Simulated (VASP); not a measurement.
A run of VASP 6.6.1 is set up as follows.

File INCAR:

```
PREC = Accurate
ENCUT = 520
EDIFF = 1E-7
ISMEAR = 0
SIGMA = 0.15
LREAL = F
LASPH = T
NELM = 80
ALGO = Normal
ISIF = 2
LWAVE = F
LCHARG = F
GGA = PE
NBANDS = 15
```

Contents of KPOINTS:

```
regular mesh
0
Gamma
  18 18 18
```

File POSCAR:

```
TaN
1.0
    0.0000000000      2.2225800000      2.1790000000
    2.1790000000      0.0000000000      2.1790000000
    2.1790000000      2.2225800000      0.0000000000
Ta N
1 1
Direct
    0.5000000000      0.5000000000      0.5000000000
    0.0000000000      0.0000000000      0.0000000000
```

Potentials or basis: VASP PAW PBE potentials, release 64 (Ta_pv, N).

Launch:

```console
$ cat potpaw_PBE.64/Ta_pv/POTCAR potpaw_PBE.64/N/POTCAR > POTCAR
$ mpirun -np 1 vasp_std > vasp.out
```

(1) Predict the pressure.

(2) Estimate the band gap on the k mesh.

Results:

(1) 8.3 GPa.

(2) zero (bands 8 and 9 overlap by 3.90 eV).

Caveat: the cell differs from its parent crystal (strain +0.0200 x Voigt [0, 1, 0, 0, 0, 0]); the cell stands under pressure; spin-orbit coupling is left out, which moves the levels of the heavy elements.
